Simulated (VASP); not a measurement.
A run of VASP 6.6.1:

File INCAR:

```
PREC = Accurate ; ENCUT = 520
EDIFF = 1E-6 ; ISMEAR = 0
SIGMA = 0.03 ; LREAL = F
LASPH = T ; NELM = 60
ALGO = Normal ; ISIF = 2
LWAVE = F ; LCHARG = F
GGA = PE ; NBANDS = 43
```

The input KPOINTS:

```
Automatic mesh
0
Gamma
  9 9 6
```

Contents of POSCAR:

```
Si2W
1.0
    4.5428566490      0.0000000000      0.0000000000
   -2.2714283245      3.9342292638      0.0000000000
    0.0000000000      0.0000000000      6.8578963974
Si W
6 3
Direct
    0.8425991990      0.6851983979      0.5000000000
    0.1574008010      0.8425991990      0.8333333333
    0.6851983979      0.8425991990      0.1666666667
    0.1574008010      0.3148016021      0.5000000000
    0.8425991990      0.1574008010      0.8333333333
    0.3148016021      0.1574008010      0.1666666667
    0.0000000000      0.5000000000      0.1666666667
    0.5000000000      0.5000000000      0.8333333333
    0.5000000000      0.0000000000      0.5000000000
```

Potentials or basis: VASP PAW PBE potentials, release 64 (Si, W_sv).

Command:

```console
$ cat potpaw_PBE.64/Si/POTCAR potpaw_PBE.64/W_sv/POTCAR > POTCAR
$ mpirun -np 1 vasp_std > vasp.out
```

Hardware: 1 thread of Intel Xeon 8259CL (shared host).

Q: How long does it take, and how much memory?

A: Wall time 4.6 min on 1 thread of Intel Xeon 8259CL (shared host), peak memory 0.36 GiB. Counts: scf iterations 13, k points 48.
